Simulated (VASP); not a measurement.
A run of VASP 6.6.1 is set up as follows.

Contents of INCAR:

```
PREC = Accurate
ENCUT = 500
EDIFF = 1E-6
ISMEAR = 0
SIGMA = 0.15
LREAL = F
LASPH = T
NELM = 120
ALGO = Normal
ISIF = 2
LWAVE = F
LCHARG = F
NBANDS = 49
GGA_COMPAT = F
```

File KPOINTS:

```
regular mesh
0
Gamma
  15 15 3
```

POSCAR

```
Ti3Al
1.0
   -2.8609562337      0.0000000000      0.0000000000
   -1.4304781169     -2.4776607775      0.0000000000
    0.0000000000      0.0000000000     18.1041752298
Ti Al
6 2
Direct
    0.6666666667      0.6666666667      0.5000000000
    0.6666666667      0.6666666667      0.0000000000
    0.3333333333      0.3333333333      0.3757682869
    0.3333333333      0.3333333333      0.8757682869
    0.3333333333      0.3333333333      0.1242317131
    0.3333333333      0.3333333333      0.6242317131
    0.6666666667      0.6666666667      0.2500000000
    0.6666666667      0.6666666667      0.7500000000
```

Potentials or basis: VASP PAW LDA potentials, release 64 (Ti_sv, Al).

Command:

```console
$ cat potpaw_LDA.64/Ti_sv/POTCAR potpaw_LDA.64/Al/POTCAR > POTCAR
$ mpirun -np 1 vasp_std > vasp.out
```

**Question.** Predict the band gap on the k mesh.

**Answer.** Zero (bands 39 and 40 overlap by 1.54 eV).

**Question.** What does it give for the pressure?

**Answer.** -0.1 GPa.

**Question.** What does it give for the largest force?

**Answer.** 0.010 eV/Å.

Stress tensor (GPa, compression positive):
```
-0.11  0.00  0.00
 0.00 -0.11  0.00
 0.00  0.00 -0.03
```
